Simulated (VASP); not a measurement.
# Si16C17 (a cell with a defect) (Moissanite 3C) in VASP: further runs

The runs below take Si16C17 (a cell with a defect) (Moissanite 3C) through single point, with PBE.

Program: VASP 6.6.1. These are calculated values, not measurements. Logs are shortened: lines on timing, memory, paths and dates and some standing lists are left out, and cuts for length are marked.

## Step 1: The cell of the first run

The cell holds a defect, 33 atoms: a = 7.586 Å, b = 7.586 Å, c = 7.586 Å, α = 109.47°, β = 109.47°, γ = 109.47°.

## Step 2: Single point, PBE

INCAR reads:

```
SYSTEM = Si16C17
ALGO = Normal
EDIFF = 1E-7
ENCUT = 520
GGA = PE
ISIF = 2
ISMEAR = 0
LASPH = .TRUE.
LCHARG = .FALSE.
LREAL = Auto
LWAVE = .FALSE.
NBANDS = 88
NELM = 80
PREC = Accurate
SIGMA = 0.02
```

KPOINTS reads:

```
Automatic mesh
0
Gamma
  2 2 2
  0.5 0.5 0.5
```

POSCAR reads:

```
Si16C17
1.0
    4.3797351800      4.3797351800     -4.3797351800
   -4.3797351800     -4.3797351800     -4.3797351800
   -4.3797351800      4.3797351800      4.3797351800
Si C
16 17
Direct
    0.2503437759      0.4913404916      0.2339770610
    0.4991304944      0.2438609497      0.2446906709
    0.7396194971      0.0002413893      0.2439652915
    0.7416493833      0.4840993217      0.7350645694
   -0.0036667982      0.4963169765      0.4848164737
    0.2569238364      0.2676904922      0.5053357226
    0.4812328034     -0.0173081695      0.4831076600
    0.7442785582      0.7447038484      0.5011333532
    1.0080755273      0.8314306610      0.2933198520
    0.5039926516      0.4919964616     -0.0082978620
    0.7410113913      0.2282853081     -0.0195619284
   -0.0040567584      0.2402001862      0.7410266999
    0.2509216970      1.0010015261      0.7571184956
    0.4975331691      0.7452085938      0.7436142229
   -0.0007281250     -0.0063538970      0.0049648158
    0.2488685151      0.7344447708     -0.0067034506
    0.2532841890      0.4828835964     -0.0179855409
    0.5044449387      0.2458324490     -0.0009087271
    0.7444592074     -0.0126191651     -0.0066522710
    0.7480345896      0.4945649777      0.4914539201
   -0.0082316623      0.4626600181      0.2164834037
    0.2539100061      0.2439020206      0.2478406973
    0.4901879142     -0.0082555241      0.2401950427
    0.7390654974      0.7524072684      0.2514923364
   -0.0065369069      0.7186573312     -0.0101049206
    0.5067182245      0.5052879245      0.7494834544
    0.7408510955      0.2339225871      0.7332001152
   -0.0047306751      0.2471879568      0.4908378614
    0.2667980508      0.0382286675      0.5299875217
    0.4933183684      0.7406918179      0.4932045645
   -0.0036556157     -0.0096923101      0.7512338905
    0.2468552007      0.7446887807      0.7400059284
    0.0810413710      0.6541551134      0.1794214860
```

Potentials or basis: VASP PAW PBE potentials, release 64 (Si, C).

The run is started by

```bash
> cat potpaw_PBE.64/Si/POTCAR potpaw_PBE.64/C/POTCAR > POTCAR
> mpirun -np 1 vasp_std > vasp.out
```

OUTCAR:

```text
SYSTEM = Si16C17
   EDIFF = 1E-7
   ENCUT = 520
   GGA = PE
   ISIF = 2
   ISMEAR = 0
   LASPH = .TRUE.
   LREAL = Auto
   NELM = 80
   PREC = Accurate

 ion  position               nearest neighbor table
   1  0.250  0.491  0.234-  21 1.85  17 1.90  30 1.90  22 1.92  33 2.10  16 3.00   7 3.05  12 3.05
                             8 3.06   6 3.07  10 3.07   2 3.07  15 3.09   5 3.13
   2  0.499  0.244  0.245-  22 1.87  23 1.88  18 1.88  20 1.89   3 3.00  13 3.02   4 3.04   1 3.07
                             5 3.08   7 3.10  15 3.10   8 3.10  10 3.10   6 3.12  11 3.14
   3  0.740  0.000  0.244-  23 1.86  19 1.88  28 1.90  24 1.90   9 2.73   2 3.00  16 3.04  11 3.05
                             5 3.07  12 3.08   7 3.08  15 3.09  14 3.10
   4  0.742  0.484  0.735-  26 1.88  25 1.88  27 1.89  20 1.89   6 3.01   2 3.04  10 3.06   8 3.06
                            12 3.09  11 3.10   7 3.11   5 3.13  14 3.13  16 3.14
   5  0.996  0.496  0.485-  20 1.90  28 1.90  32 1.91  21 1.95   6 3.03   3 3.07   2 3.08   8 3.10
                            14 3.11  11 3.13   1 3.13   4 3.13  13 3.13
   6  0.257  0.268  0.505-  29 1.83  26 1.85  22 1.89  28 1.90   9 2.71  14 2.96   4 3.01  10 3.02
                             5 3.03   1 3.07  12 3.08  15 3.10   2 3.12
   7  0.481  0.983  0.483-  23 1.89  30 1.89  29 1.92  27 1.93   9 3.00  16 3.04   1 3.05  11 3.08
                             3 3.08  14 3.09   2 3.10   8 3.11   4 3.11  13 3.13
   8  0.744  0.745  0.501-  30 1.87  20 1.88  31 1.89  24 1.90   9 2.97  14 3.03   1 3.06   4 3.06
                            12 3.07   5 3.10   2 3.10   7 3.11  15 3.12  13 3.14
   9  0.008  0.831  0.293-  33 1.70  24 1.80  29 1.80  25 2.12   6 2.71   3 2.73  15 2.84  13 2.92
[... 8 lines left out ...]
                            12 3.06  15 3.09  14 3.11  16 3.12   7 3.13   5 3.13   8 3.14
  14  0.498  0.745  0.744-  26 1.86  19 1.87  30 1.88  32 1.89   6 2.96  11 2.99   8 3.03   7 3.09
                            16 3.09   3 3.10   5 3.11  10 3.11  15 3.11  13 3.11   4 3.13
  15  0.999  0.994  0.005-  19 1.89  22 1.89  31 1.91  25 2.04   9 2.84  11 3.06   1 3.09   3 3.09
                            13 3.09   2 3.10   6 3.10  14 3.11   8 3.12
  16  0.249  0.734  0.993-  23 1.89  25 1.89  17 1.89  32 1.94  33 2.29   1 3.00   7 3.04   3 3.04
                            12 3.06  10 3.08  14 3.09  13 3.12   4 3.14
  17  0.253  0.483  0.982-  10 1.86  12 1.88  16 1.89   1 1.90
  18  0.504  0.246  0.999-  13 1.87   2 1.88  10 1.89  11 1.89
  19  0.744  0.987  0.993-  14 1.87  11 1.87   3 1.88  15 1.89
  20  0.748  0.495  0.491-   8 1.88   2 1.89   4 1.89   5 1.90
  21  0.992  0.463  0.216-  33 1.55  11 1.83   1 1.85   5 1.95
  22  0.254  0.244  0.248-   2 1.87  15 1.89   6 1.89   1 1.92
  23  0.490  0.992  0.240-   3 1.86   2 1.88  16 1.89   7 1.89
  24  0.739  0.752  0.251-   9 1.80   3 1.90   8 1.90  10 1.92
  25  0.993  0.719  0.990-  33 1.67   4 1.88  16 1.89  15 2.04   9 2.12
  26  0.507  0.505  0.749-   6 1.85  14 1.86   4 1.88  10 1.88
  27  0.741  0.234  0.733-  11 1.89   4 1.89  12 1.90   7 1.93
  28  0.995  0.247  0.491-   3 1.90   6 1.90   5 1.90  12 1.91
  29  0.267  0.038  0.530-   9 1.80   6 1.83  13 1.87   7 1.92
  30  0.493  0.741  0.493-   8 1.87  14 1.88   7 1.89   1 1.90
  31  0.996  0.990  0.751-  13 1.89   8 1.89  15 1.91  12 1.92
  32  0.247  0.745  0.740-  14 1.89  13 1.89   5 1.91  16 1.94
  33  0.081  0.654  0.179-  21 1.55  25 1.67   9 1.70   1 2.10  16 2.29

  LATTYP: Found a body centered cubic cell.
 ALAT       =     8.7594703600

  Lattice vectors:

 A1 = (   4.3797351800,   4.3797351800,  -4.3797351800)
 A2 = (  -4.3797351800,  -4.3797351800,  -4.3797351800)
 A3 = (  -4.3797351800,   4.3797351800,   4.3797351800)

Analysis of symmetry for initial positions (statically):
=====================================================================
 Subroutine PRICEL returns:
 Original cell was already a primitive cell.

 Routine SETGRP: Setting up the symmetry group for a
 body centered cubic supercell.

 Subroutine GETGRP returns: Found  1 space group operations
 (whereof  1 operations were pure point group operations)
 out of a pool of 48 trial point group operations.

The static configuration has the point symmetry C_1 .

Analysis of symmetry for dynamics (positions and initial velocities):
=====================================================================
 Subroutine PRICEL returns:
 Original cell was already a primitive cell.

 Routine SETGRP: Setting up the symmetry group for a
 body centered cubic supercell.

 Subroutine GETGRP returns: Found  1 space group operations
 (whereof  1 operations were pure point group operations)
 out of a pool of 48 trial point group operations.

The dynamic configuration has the point symmetry C_1 .

 Subroutine INISYM returns: Found  1 space group operations
 (whereof  1 operations are pure point group operations),
 and found     1 'primitive' translations

[... 97 lines left out ...]
    -0.057081077  0.000000000 -0.057081077     0.000000000  0.500000000  0.000000000
    -0.057081077  0.057081077  0.000000000     0.000000000  0.000000000  0.500000000

  Length of vectors
     0.080724833  0.080724833  0.080724833

  Shift w.r.t. Gamma in fractional coordinates (k-lattice)
     0.500000000  0.500000000  0.500000000

 Subroutine IBZKPT returns following result:
 ===========================================

 Found      4 irreducible k-points:

 Following reciprocal coordinates:
            Coordinates               Weight
  0.250000  0.250000  0.250000      2.000000
 -0.250000  0.250000  0.250000      2.000000
  0.250000 -0.250000  0.250000      2.000000
  0.250000  0.250000 -0.250000      2.000000
   k-points           NKPTS =      4   k-points in BZ     NKDIM =      4   number of bands    NBANDS=     88
   number of dos      NEDOS =    301   number of ions     NIONS =     33
   total plane-waves  NPLWV = 175616
   dimension x,y,z NGX =    56 NGY =   56 NGZ =   56
   dimension x,y,z NGXF=   112 NGYF=  112 NGZF=  112
   ions per type =              16  17
   NGX,Y,Z   is equivalent  to a cutoff of  12.27, 12.27, 12.27 a.u.
   NGXF,Y,Z  is equivalent  to a cutoff of  24.54, 24.54, 24.54 a.u.
 SYSTEM =  Si16C17
   PREC   = accura    normal or accurate (medium, high low for compatibility)
   ISTART =      0    job   : 0-new  1-cont  2-samecut
   ICHARG =      2    charge: 1-file 2-atom 10-const
   ISPIN  =      1    spin polarized calculation?
   LNONCOLLINEAR =      F non collinear calculations
   LSORBIT =      F    spin-orbit coupling
   LASPH  =      T    aspherical Exc in radial PAW
   ENCUT  =  520.0 eV  38.22 Ry    6.18 a.u.  14.10 14.10 14.10*2*pi/ulx,y,z
   NELM   =     80;   NELMIN=  2; NELMDL= -5     # of ELM steps
   EDIFF  = 0.1E-06   stopping-criterion for ELM
   LREAL  =      T    real-space projection
   EDIFFG = 0.1E-05   stopping-criterion for IOM
   NSW    =      0    number of steps for IOM
   IBRION =     -1    ionic relax: 0-MD 1-quasi-New 2-CG
   NFREE  =      0    steps in history (QN), initial steepest desc. (CG)
   ISIF   =      2    stress and relaxation
   ISYM   =      2    0-nonsym 1-usesym 2-fastsym
   POTIM  = 0.5000    time-step for ionic-motion
   TEBEG  =    0.0;   TEEND  =   0.0 temperature during run
   PSTRESS=    0.0 pullay stress
   NELECT =     132.0000    total number of electrons
   NUPDOWN=      -1.0000    fix difference up-down
   EMIN   =  10.00;   EMAX   =-10.00  energy-range for DOS
   EFERMI =   0.00;   METHOD = LEGACY
   ISMEAR =     0;   SIGMA  =   0.02  broadening in eV -4-tet -1-fermi 0-gaus
   EFERMI_NEDOS =   21; number of points for ismear=-14 and -15
   IALGO  =     38    algorithm
   IMIX   =      4    mixing-type and parameters
     AMIX     =   0.40;   BMIX     =  1.00
     AMIX_MAG =   1.60;   BMIX_MAG =  1.00
  volume/ion in A,a.u.               =      10.18        68.72
  Fermi-wavevector in a.u.,A,eV,Ry     =   1.198942  2.265672 19.557867  1.437463
  Thomas-Fermi vector in A             =   2.334818
   LORBIT       =      0    0 simple, 1 ext, 2 COOP (PROOUT), +10 PAW based schemes
   GGA     = PE    functional components
   LHFCALC =     F    Hartree Fock is set to
   AEXX    =    0.0000 exact exchange contribution
   IVDW    =     0    specifies the selected vdW correction
   LEPSILON=     F    determine dielectric tensor
   LRPA    =     F    only Hartree local field effects (RPA)
 non-spin polarized calculation
 Gauss-broadening in eV      SIGMA  =   0.02
  energy-cutoff  :      520.00
  volume of cell :      336.05
 maximum number of plane-waves:      9092
   NGX = 29   NGY = 29   NGZ = 29

 number of electron     132.0000000 magnetization

 Free energy of the ion-electron system (eV)
  ---------------------------------------------------
  ext. energy  EPLUGINS =         0.00000000
  ---------------------------------------------------
  free energy    TOTEN  =      -243.14143708 eV

  energy without entropy =     -243.14143708  energy(sigma->0) =     -243.14143708

 E-fermi :   9.0707     XC(G=0): -11.4073

 val. band max:        8.9639098625   @ k =  -0.2500   0.2500   0.2500
 cond. band min:       9.9688000481   @ k =   0.2500   0.2500  -0.2500
 fundamental gap:      1.0048901855
 Fermi energy:         9.0707014061

 k-point     1 :       0.2500    0.2500    0.2500
  band No.  band energies     occupation
      1      -7.3022      2.00000
      2      -6.2649      2.00000
      3      -6.1146      2.00000
      4      -6.0798      2.00000
      5      -4.5528      2.00000
      6      -4.1599      2.00000
[... 313 lines left out ...]
     77      13.3372      0.00000
     78      13.4643      0.00000
 [bands above 78 left out]

------------------------ aborting loop because EDIFF is reached ----------------------------------------

  FORCE on cell =-STRESS in cart. coord.  units (eV):
  Direction    XX          YY          ZZ          XY          YZ          ZX
  --------------------------------------------------------------------------------------
  -------------------------------------------------------------------------------------
  Total       21.8302726      3.7686953      5.1731687      4.2292341     -5.3154855      6.1393455
  in kB      104.0797392     17.9679304     24.6640095     20.1636317    -25.3425304     29.2704303
  external PRESSURE =      48.9038930 kB  Pullay stress =       0.0000000 kB

 VOLUME and BASIS-vectors are now :
 -----------------------------------------------------------------------------
  energy-cutoff  :      520.00
  volume of cell :      336.05
      direct lattice vectors                 reciprocal lattice vectors
     4.379735180  4.379735180 -4.379735180     0.000000000  0.114162154 -0.114162154
    -4.379735180 -4.379735180 -4.379735180    -0.114162154  0.000000000 -0.114162154
    -4.379735180  4.379735180  4.379735180    -0.114162154  0.114162154  0.000000000

 POSITION                                       TOTAL-FORCE (eV/Angst)
 -----------------------------------------------------------------------------------
     -2.08026     -0.03074     -2.22362         0.004326      0.000052      0.003135
      0.04633      2.18969     -2.18243        -0.000266      0.002271     -0.000854
      2.16978      4.30678     -2.17189         0.002976      0.000736     -0.002850
     -2.09139      4.34739     -2.14907        -0.001794     -0.001065     -0.000841
      0.06657      4.31331     -4.41404         0.001581     -0.000804     -0.002389
     -2.26039      2.16608     -0.08444         0.005313      0.000992      0.003328
[... 25 lines left out ...]
     -5.42141      1.06065     -1.10167        -0.002454     -0.008052     -0.004880
     -3.29591     -1.72427     -2.43415        -0.007905     -0.006517     -0.014005
 -----------------------------------------------------------------------------------
    total drift:                               -0.027339      0.002390      0.026961

  FREE ENERGIE OF THE ION-ELECTRON SYSTEM (eV)
  ---------------------------------------------------
  free  energy   TOTEN  =      -243.1414370781 eV

  energy  without entropy=     -243.1414370781  energy(sigma->0) =     -243.14143708
```

Run time: 4.4 min. Hardware: 1 thread of Intel Xeon 6975P-C, shared host; peak memory 0.43 GiB.

Results:

```
Free energy            : -243.1414 eV
Pressure               : 4.9 GPa
Largest force          : 0.023 eV/Å
Band gap on the k mesh : 1.00 eV
```

Forces on the atoms (eV/Å):
```
Si   0.004  0.000  0.003
Si   0.000  0.002 -0.001
Si   0.003  0.001 -0.003
Si  -0.002 -0.001 -0.001
Si   0.002 -0.001 -0.002
Si   0.005  0.001  0.003
Si   0.001  0.000 -0.003
Si   0.001  0.002  0.000
Si   0.010 -0.001 -0.001
Si  -0.001 -0.002 -0.001
Si  -0.004  0.006 -0.003
Si   0.000  0.002 -0.002
Si   0.005 -0.003 -0.002
Si  -0.003  0.003 -0.001
Si   0.001  0.003  0.007
Si  -0.004  0.002  0.010
C   -0.007 -0.003  0.006
C   -0.001  0.001 -0.004
C    0.000 -0.007  0.000
C   -0.002 -0.002 -0.001
C    0.006  0.012  0.019
C   -0.008  0.013 -0.004
C   -0.001 -0.002 -0.001
C   -0.003 -0.005  0.005
C   -0.001 -0.010 -0.016
C    0.000  0.000  0.003
C   -0.002 -0.001  0.001
C    0.004  0.004  0.001
C   -0.002  0.004  0.004
C    0.002  0.000  0.001
C    0.007  0.000  0.002
C   -0.002 -0.008 -0.005
C   -0.008 -0.007 -0.014
```

(Part 1 of 2 ends here.)
